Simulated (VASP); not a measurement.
# TiAl30 (a cell with a defect) in VASP: a series of runs, part 2 of 2

VASP 6.6.1.

### 3 Single point, PBE

File INCAR:

```
ALGO = Normal
EDIFF = 1E-7
ENCUT = 520
GGA = PE
ISIF = 2
ISMEAR = -1
LASPH = T
LCHARG = F
LREAL = Auto
LWAVE = F
NBANDS = 72
NELM = 100
PREC = Accurate
SIGMA = 0.15
```

File KPOINTS:

```
k-points
0
Gamma
  3 3 3
```

File POSCAR:

```
TiAl30
1.0
    8.1000000000      0.0000000000      0.0000000000
    0.0000000000      8.1000000000      0.0000000000
    0.0000000000      0.0000000000      8.1000000000
Al Ti
30 1
Direct
    0.5000327160      0.0006803704      0.0008274074
    0.7610800000      0.2503474074      0.0066018519
    0.7614682716      0.0070514815      0.2500786420
    0.0000359259     -0.0013132099     -0.0018653086
    0.2389883951      0.2503192593      0.0066096296
    0.4999954321      0.4973674074     -0.0082083951
    0.7490039506      0.7517979012     -0.0012366667
    0.2385891358      0.0070298765      0.2500987654
    0.5000279012      0.2425692593      0.2424448148
    0.7296760494      0.5058218519      0.2481862963
    0.5000530864     -0.0084113580      0.4969746914
    0.7292862963      0.2480841975      0.5059664198
    0.7484871605     -0.0012618519      0.7517664198
    0.0000239506      0.4972603704      0.0085977778
    0.2510361728      0.7517634568     -0.0011985185
    0.2703003704      0.5057516049      0.2482525926
    0.4999872840      0.7575850617      0.2487455556
    0.0000403704      0.0082102469      0.4974880247
    0.2708196296      0.2480445679      0.5060087654
    0.5000265432      0.5073600000      0.5072443210
    0.7575690123      0.7473980247      0.5008934568
    0.2515959259     -0.0012785185      0.7517846914
    0.5000566667      0.2491575309      0.7578062963
    0.7579909877      0.5012627160      0.7469216049
    0.0000296296      0.7334339506      0.2552903704
    0.2425003704      0.7473769136      0.5009162963
    0.0000437037      0.2551514815      0.7334655556
    0.2420776543      0.5012411111      0.7469485185
    0.5000346914      0.7506569136      0.7508451852
    0.0000354321      0.7502883951      0.7497920988
   -0.0000546914      0.3268849383      0.3278900000
```

Potentials or basis: VASP PAW PBE potentials, release 64 (Al, Ti_sv).

Command:

```
$ cat potpaw_PBE.64/Al/POTCAR potpaw_PBE.64/Ti_sv/POTCAR > POTCAR
$ mpirun -np 1 vasp_std > vasp.out
```

OUTCAR:

```text
EDIFF = 1E-7
   ENCUT = 520
   GGA = PE
   ISIF = 2
   ISMEAR = -1
   LASPH = T
   LREAL = Auto
   NELM = 100
   PREC = Accurate

 ion  position               nearest neighbor table
   1  0.500  0.001  0.001-   9 2.77  17 2.81  23 2.82  22 2.85  13 2.85   7 2.85  15 2.85  29 2.86
                             5 2.93   2 2.93   3 2.93   8 2.93
   2  0.761  0.250  0.007-  14 2.78   3 2.79   4 2.81   9 2.85  10 2.86  13 2.90   6 2.91  23 2.92
                            24 2.93   1 2.93  27 2.94
   3  0.761  0.007  0.250-  18 2.78   2 2.79   4 2.81   9 2.85  12 2.86   7 2.90  11 2.92  21 2.92
                             1 2.93  17 2.93  25 2.94
   4  0.000  0.999  0.998-   3 2.81   8 2.81   5 2.81   2 2.81  30 2.85  22 2.85   7 2.85  15 2.85
                            13 2.85  27 2.99  25 2.99
   5  0.239  0.250  0.007-  14 2.78   8 2.79   4 2.81   9 2.85  16 2.86  22 2.90   6 2.91  23 2.92
                            28 2.92   1 2.93  27 2.94
   6  0.500  0.497  0.992-  23 2.76  10 2.79  16 2.79  29 2.83  28 2.88  24 2.88  15 2.88   7 2.88
                             9 2.90   5 2.91   2 2.91  17 2.96
   7  0.749  0.752  0.999-  13 2.83  10 2.84  29 2.85   1 2.85   4 2.85  17 2.86  30 2.86  24 2.88
                             6 2.88  14 2.90   3 2.90  25 2.91
[... 290 lines left out ...]
      5      -3.2676      2.00000
      6      -1.1919      2.00000
[... 913 lines left out ...]
     62       9.2219      0.00003
     63       9.2774      0.00002
 [bands above 63 left out]

------------------------ aborting loop because EDIFF is reached ----------------------------------------

  FORCE on cell =-STRESS in cart. coord.  units (eV):
  Direction    XX          YY          ZZ          XY          YZ          ZX
  --------------------------------------------------------------------------------------
  -------------------------------------------------------------------------------------
  Total       -0.5078824     -5.4012329     -5.4554858      0.0015819      1.4376106     -0.0042532
  in kB       -1.5311532    -16.2835252    -16.4470857      0.0047692      4.3340788     -0.0128226
  external PRESSURE =     -11.4205880 kB  Pullay stress =       0.0000000 kB

 VOLUME and BASIS-vectors are now :
 -----------------------------------------------------------------------------
  energy-cutoff  :      520.00
  volume of cell :      531.44
      direct lattice vectors                 reciprocal lattice vectors
     8.100000000  0.000000000  0.000000000     0.123456790  0.000000000  0.000000000
     0.000000000  8.100000000  0.000000000     0.000000000  0.123456790  0.000000000
     0.000000000  0.000000000  8.100000000     0.000000000  0.000000000  0.123456790

 POSITION                                       TOTAL-FORCE (eV/Angst)
 -----------------------------------------------------------------------------------
      4.05026      0.00551      0.00670        -0.000088      0.030229      0.029589
      6.16475      2.02781      0.05348         0.019730      0.029384      0.044834
      6.16789      0.05712      2.02564         0.016455      0.040798      0.032182
      0.00029      8.08936      8.08489        -0.000477      0.024733      0.026219
      1.93581      2.02759      0.05354        -0.020164      0.029407      0.044391
      4.04996      4.02868      8.03351         0.000317     -0.005195      0.025316
[... 23 lines left out ...]
      0.00029      6.07734      6.07332         0.000009     -0.015980     -0.011611
      8.09956      2.64777      2.65591         0.007377     -0.659518     -0.663479
 -----------------------------------------------------------------------------------
    total drift:                                0.002117     -0.008144     -0.000155

  FREE ENERGIE OF THE ION-ELECTRON SYSTEM (eV)
  ---------------------------------------------------
  free  energy   TOTEN  =      -120.2025596741 eV

  energy  without entropy=     -119.2198027788  energy(sigma->0) =     -119.71118123
```

Wall time 13 min (1 thread of Intel Xeon Platinum 8375C at 2.90GHz (Ice Lake), shared host); peak memory 0.66 GiB.

Results:

```yaml
Free_energy: -120.2026 eV
Pressure: -1.1 GPa
Largest_force: 0.936 eV/Å
Band_gap_on_the_k_mesh: zero (band 51 reaches 7.73 eV, above the bottom of band 52 at 7.51 eV)
```

Forces in eV/Å, atoms in the order of the input:
```
Al   0.000  0.030  0.030
Al   0.020  0.029  0.045
Al   0.016  0.041  0.032
Al   0.000  0.025  0.026
Al  -0.020  0.029  0.044
Al   0.000 -0.005  0.025
Al   0.001  0.025  0.018
Al  -0.017  0.041  0.032
Al   0.000  0.024  0.024
Al   0.042  0.026  0.068
Al  -0.001  0.029 -0.004
Al   0.044  0.066  0.026
Al   0.004  0.021  0.025
Al   0.000  0.044 -0.050
Al  -0.001  0.025  0.017
Al  -0.040  0.026  0.067
Al   0.000 -0.002 -0.015
Al   0.000 -0.046  0.042
Al  -0.048  0.068  0.022
Al   0.000  0.009  0.009
Al  -0.032  0.045  0.023
Al  -0.004  0.020  0.024
Al   0.000 -0.013 -0.003
Al  -0.035  0.021  0.050
Al  -0.001 -0.031  0.025
Al   0.031  0.045  0.023
Al  -0.001  0.028 -0.036
Al   0.034  0.021  0.050
Al   0.000  0.035  0.035
Al   0.000 -0.016 -0.012
Ti   0.007 -0.660 -0.663
```

Levels at points of the mesh, in eV from the Fermi level:
```tsv
k point	band 48	band 49	band 50	band 51	band 52	band 53	band 54	band 55
(0.00, 0.00, 0.00)	-0.47	-0.24	0.18	0.20	0.22	0.24	0.35	0.42
```

### 4 Single point, PBE

File INCAR:

```
PREC = Accurate
ENCUT = 520
EDIFF = 1E-6
ISMEAR = -1
SIGMA = 0.15
LREAL = Auto
LASPH = True
NELM = 80
ALGO = Normal
ISIF = 2
LWAVE = False
LCHARG = True
GGA = PE
LELF = True
LVHAR = True
NBANDS = 72
```

File KPOINTS:

```
regular mesh
0
Gamma
  3 3 3
```

File POSCAR:

```
TiAl30
1.0
    8.1000000000      0.0000000000      0.0000000000
    0.0000000000      8.1000000000      0.0000000000
    0.0000000000      0.0000000000      8.1000000000
Al Ti
30 1
Direct
    0.5000000000      0.0006523664      0.0006523664
    0.7498177207      0.2496474733      0.0003695651
    0.7498177207      0.0003695651      0.2496474733
    0.0000000000     -0.0015765063     -0.0015765063
    0.2501822793      0.2496474733      0.0003695651
    0.5000000000      0.4991593049      0.0016248881
    0.7503158881      0.7494663290      0.0014735778
    0.2501822793      0.0003695651      0.2496474733
    0.5000000000      0.2503661125      0.2503661125
    0.7542791026      0.4977213435      0.2547634267
    0.5000000000      0.0016248881      0.4991593049
    0.7542791026      0.2547634267      0.4977213435
    0.7503158881      0.0014735778      0.7494663290
    0.0000000000      0.4973591235      0.0016528626
    0.2496841119      0.7494663290      0.0014735778
    0.2457208974      0.4977213435      0.2547634267
    0.5000000000      0.7481943153      0.2501911471
    0.0000000000      0.0016528626      0.4973591235
    0.2457208974      0.2547634267      0.4977213435
    0.5000000000      0.5008468538      0.5008468538
    0.7516835540      0.7482324852      0.5023087837
    0.2496841119      0.0014735778      0.7494663290
    0.5000000000      0.2501911471      0.7481943153
    0.7516835540      0.5023087837      0.7482324852
    0.0000000000      0.7425392410      0.2555257784
    0.2483164460      0.7482324852      0.5023087837
    0.0000000000      0.2555257784      0.7425392410
    0.2483164460      0.5023087837      0.7482324852
    0.5000000000      0.7524901251      0.7524901251
    0.0000000000      0.7470155346      0.7470155346
    0.0000000000      0.2459928842      0.2459928842
```

Command:

```
$ cat potpaw_PBE.64/Al/POTCAR potpaw_PBE.64/Ti_sv/POTCAR > POTCAR
$ mpirun -np 1 vasp_std > vasp.out
```

Wall time 12 min (1 thread of AMD EPYC 7R13, shared host); peak memory 0.54 GiB.

It converged, with:

| Item | Value |
| --- | --- |
| Free energy | -121.0376 eV |
| Pressure | -1.3 GPa |
| Largest force | 0.014 eV/Å |
| Band gap on the k mesh | zero (band 51 reaches 7.59 eV, above the bottom of band 52 at 7.52 eV) |

Forces in eV/Å, atoms in the order of the input:
```
Al   0.000  0.002  0.002
Al   0.001 -0.006  0.003
Al   0.001  0.003 -0.006
Al   0.000 -0.003 -0.003
Al  -0.001 -0.006  0.003
Al   0.000 -0.004  0.007
Al   0.003 -0.003  0.008
Al  -0.001  0.003 -0.006
Al   0.000  0.001  0.001
Al  -0.002  0.004 -0.003
Al   0.000  0.007 -0.004
Al  -0.002 -0.003  0.004
Al   0.003  0.008 -0.003
Al   0.000 -0.007 -0.001
Al  -0.003 -0.003  0.008
Al   0.002  0.004 -0.003
Al   0.000 -0.010  0.002
Al   0.000 -0.001 -0.007
Al   0.002 -0.003  0.004
Al   0.000  0.004  0.004
Al  -0.001  0.002  0.004
Al  -0.003  0.008 -0.003
Al   0.000  0.002 -0.010
Al  -0.001  0.004  0.002
Al   0.000 -0.004  0.003
Al   0.001  0.002  0.004
Al   0.000  0.003 -0.004
Al   0.001  0.004  0.002
Al   0.000  0.005  0.005
Al   0.000 -0.001 -0.001
Ti   0.000 -0.010 -0.010
```

Stress tensor (GPa, compression positive):
```
-1.23  0.00  0.00
 0.00 -1.31  0.21
 0.00  0.21 -1.31
```

Levels at points of the mesh, in eV from the Fermi level:
| k point | band 49 | band 50 | band 51 | band 52 | band 53 | band 54 |
| --- | --- | --- | --- | --- | --- | --- |
| (0.00, 0.00, 0.00) | -0.29 | -0.08 | 0.06 | 0.47 | 0.47 | 0.54 |

### 5 Single point, PBE

File INCAR:

```
SYSTEM = TiAl30
PREC     = Accurate       ! precision mode
ENCUT    = 520            ! plane-wave cutoff, eV
EDIFF    = 1E-6           ! SCF threshold, eV
ISMEAR   = -1             ! smearing method
SIGMA    = 0.15           ! smearing width, eV
LREAL    = Auto         
LASPH    = .TRUE.         ! aspherical terms in the spheres
NELM     = 100            ! most SCF steps
ALGO     = Normal         ! electronic algorithm
ISIF     = 2              ! what is computed and relaxed
LWAVE    = .FALSE.        ! write WAVECAR
LCHARG   = .TRUE.         ! write CHGCAR
GGA      = PE             ! functional
LELF     = .TRUE.         ! ELF
LVHAR    = .TRUE.       
NBANDS   = 72             ! bands
```

File KPOINTS:

```
Automatic mesh
0
G
  3 3 3
  0 0 0
```

File POSCAR:

```
TiAl30
1.0
    8.1000000000      0.0000000000      0.0000000000
    0.0000000000      8.1000000000      0.0000000000
    0.0000000000      0.0000000000      8.1000000000
Al Ti
30 1
Direct
    0.5000000000      0.0006523457      0.0006523457
    0.7498177778      0.2496475309      0.0003696296
    0.7498177778      0.0003696296      0.2496475309
    0.0000000000     -0.0015765432     -0.0015765432
    0.2501822222      0.2496475309      0.0003696296
    0.5000000000      0.4991592593      0.0016249383
    0.7503159259      0.7494662963      0.0014735802
    0.2501822222      0.0003696296      0.2496475309
    0.5000000000      0.2503660494      0.2503660494
    0.7542791358      0.4977213580      0.2547634568
    0.5000000000      0.0016249383      0.4991592593
    0.7542791358      0.2547634568      0.4977213580
    0.7503159259      0.0014735802      0.7494662963
    0.0000000000      0.4973591358      0.0016528395
    0.2496840741      0.7494662963      0.0014735802
    0.2457208642      0.4977213580      0.2547634568
    0.5000000000      0.7481943210      0.2501911111
    0.0000000000      0.0016528395      0.4973591358
    0.2457208642      0.2547634568      0.4977213580
    0.5000000000      0.5008467901      0.5008467901
    0.7516835802      0.7482324691      0.5023087654
    0.2496840741      0.0014735802      0.7494662963
    0.5000000000      0.2501911111      0.7481943210
    0.7516835802      0.5023087654      0.7482324691
    0.0000000000      0.7425392593      0.2555258025
    0.2483164198      0.7482324691      0.5023087654
    0.0000000000      0.2555258025      0.7425392593
    0.2483164198      0.5023087654      0.7482324691
    0.5000000000      0.7524901235      0.7524901235
    0.0000000000      0.7470155556      0.7470155556
    0.0000000000      0.2459928395      0.2459928395
```

Potentials or basis: VASP PAW PBE potentials, release 64 (Al, Ti_sv).

Command:

```
$ cat potpaw_PBE.64/Al/POTCAR potpaw_PBE.64/Ti_sv/POTCAR > POTCAR
$ mpirun -np 1 vasp_std > vasp.out
```

OUTCAR:

```text
SYSTEM = TiAl30
   PREC = Accurate
   ENCUT = 520
   EDIFF = 1E-6
   ISMEAR = -1
   LREAL = Auto
   LASPH = .TRUE.
   NELM = 100
   ISIF = 2
   GGA = PE

 ion  position               nearest neighbor table
   1  0.500  0.001  0.001-  29 2.84   3 2.86   5 2.86   8 2.86   2 2.86   9 2.86  13 2.87  15 2.87
                            22 2.87   7 2.87  23 2.88  17 2.88
   2  0.750  0.250  0.000-  31 2.84  14 2.85   3 2.86   1 2.86  13 2.86   6 2.86   9 2.86   4 2.87
                            23 2.88  10 2.88  24 2.89  27 2.91
   3  0.750  0.000  0.250-  31 2.84  18 2.85   2 2.86   1 2.86   7 2.86  11 2.86   9 2.86   4 2.87
                            17 2.88  12 2.88  21 2.89  25 2.91
   4  0.000  0.998  0.998-  31 2.84  13 2.86  15 2.86  22 2.86   7 2.86   3 2.87   5 2.87   2 2.87
                             8 2.87  30 2.88  25 2.94  27 2.94
   5  0.250  0.250  0.000-  31 2.84  14 2.85   8 2.86   1 2.86  22 2.86   6 2.86   9 2.86   4 2.87
                            23 2.88  16 2.88  28 2.89  27 2.91
   6  0.500  0.499  0.002-   9 2.85  17 2.85   2 2.86   5 2.86  15 2.87   7 2.87  23 2.88  29 2.88
                            28 2.89  24 2.89  16 2.91  10 2.91
   7  0.750  0.749  0.001-   4 2.86  17 2.86   3 2.86  29 2.86  24 2.87   6 2.87   1 2.87  14 2.87
                            25 2.89  13 2.89  30 2.89  10 2.89
[... 804 lines left out ...]
     62       9.2824      0.00002
     63       9.2891      0.00002
 [bands above 63 left out]

------------------------ aborting loop because EDIFF is reached ----------------------------------------

  FORCE on cell =-STRESS in cart. coord.  units (eV):
  Direction    XX          YY          ZZ          XY          YZ          ZX
  --------------------------------------------------------------------------------------
  -------------------------------------------------------------------------------------
  Total       -4.0892911     -4.3494343     -4.3494343     -0.0000000      0.7129296      0.0000000
  in kB      -12.3283102    -13.1125846    -13.1125846     -0.0000000      2.1493253      0.0000000
  external PRESSURE =     -12.8511598 kB  Pullay stress =       0.0000000 kB

 VOLUME and BASIS-vectors are now :
 -----------------------------------------------------------------------------
  energy-cutoff  :      520.00
  volume of cell :      531.44
      direct lattice vectors                 reciprocal lattice vectors
     8.100000000  0.000000000  0.000000000     0.123456790  0.000000000  0.000000000
     0.000000000  8.100000000  0.000000000     0.000000000  0.123456790  0.000000000
     0.000000000  0.000000000  8.100000000     0.000000000  0.000000000  0.123456790

 POSITION                                       TOTAL-FORCE (eV/Angst)
 -----------------------------------------------------------------------------------
      4.05000      0.00528      0.00528         0.000000      0.002426      0.002426
      6.07352      2.02215      0.00299         0.001481     -0.006495      0.002864
      6.07352      0.00299      2.02215         0.001481      0.002864     -0.006495
      0.00000      8.08723      8.08723         0.000000     -0.003451     -0.003451
      2.02648      2.02215      0.00299        -0.001481     -0.006495      0.002864
      4.05000      4.04319      0.01316         0.000000     -0.004052      0.007356
[... 23 lines left out ...]
      0.00000      6.05083      6.05083         0.000000     -0.000774     -0.000774
      0.00000      1.99254      1.99254         0.000000     -0.009558     -0.009558
 -----------------------------------------------------------------------------------
    total drift:                                0.000000      0.009357      0.009357

  FREE ENERGIE OF THE ION-ELECTRON SYSTEM (eV)
  ---------------------------------------------------
  free  energy   TOTEN  =      -121.0376252374 eV

  energy  without entropy=     -120.0305204951  energy(sigma->0) =     -120.53407287
```

stdout:

```text
POSCAR found type information on POSCAR AlTi
 POSCAR found :  2 types and      31 ions
 scaLAPACK will be used
 LDA part: xc-table for (Slater+PW92), standard interpolation
 POSCAR, INCAR and KPOINTS ok, starting setup
 FFT: planning ... GRIDC
 FFT: planning ... GRID_SOFT
 FFT: planning ... GRID
 WAVECAR not read
 entering main loop
```

Wall time 14 min (1 thread of AMD EPYC 7R13, shared host); peak memory 0.54 GiB.

Results:

* Free energy: -121.0376 eV
* Pressure: -1.3 GPa
* Largest force: 0.014 eV/Å
* Band gap on the k mesh: zero (band 51 reaches 7.59 eV, above the bottom of band 52 at 7.52 eV)

Forces on the atoms (eV/Å):
```
Al   0.000  0.002  0.002
Al   0.001 -0.006  0.003
Al   0.001  0.003 -0.006
Al   0.000 -0.003 -0.003
Al  -0.001 -0.006  0.003
Al   0.000 -0.004  0.007
Al   0.003 -0.003  0.008
Al  -0.001  0.003 -0.006
Al   0.000  0.001  0.001
Al  -0.002  0.004 -0.003
Al   0.000  0.007 -0.004
Al  -0.002 -0.003  0.004
Al   0.003  0.008 -0.003
Al   0.000 -0.007 -0.001
Al  -0.003 -0.003  0.008
Al   0.002  0.004 -0.003
Al   0.000 -0.010  0.002
Al   0.000 -0.001 -0.007
Al   0.002 -0.003  0.004
Al   0.000  0.004  0.004
Al  -0.001  0.002  0.004
Al  -0.003  0.008 -0.003
Al   0.000  0.002 -0.010
Al  -0.001  0.004  0.002
Al   0.000 -0.004  0.003
Al   0.001  0.002  0.004
Al   0.000  0.003 -0.004
Al   0.001  0.004  0.002
Al   0.000  0.005  0.005
Al   0.000 -0.001 -0.001
Ti   0.000 -0.010 -0.010
```

Levels at points of the mesh, in eV from the Fermi level:
| k point | band 47 | band 48 | band 49 | band 50 | band 51 | band 52 | band 53 | band 54 | band 55 | band 56 |
| --- | --- | --- | --- | --- | --- | --- | --- | --- | --- | --- |
| (0.00, 0.00, 0.00) | -0.37 | -0.33 | -0.29 | -0.08 | 0.06 | 0.47 | 0.47 | 0.54 | 0.58 | 0.59 |
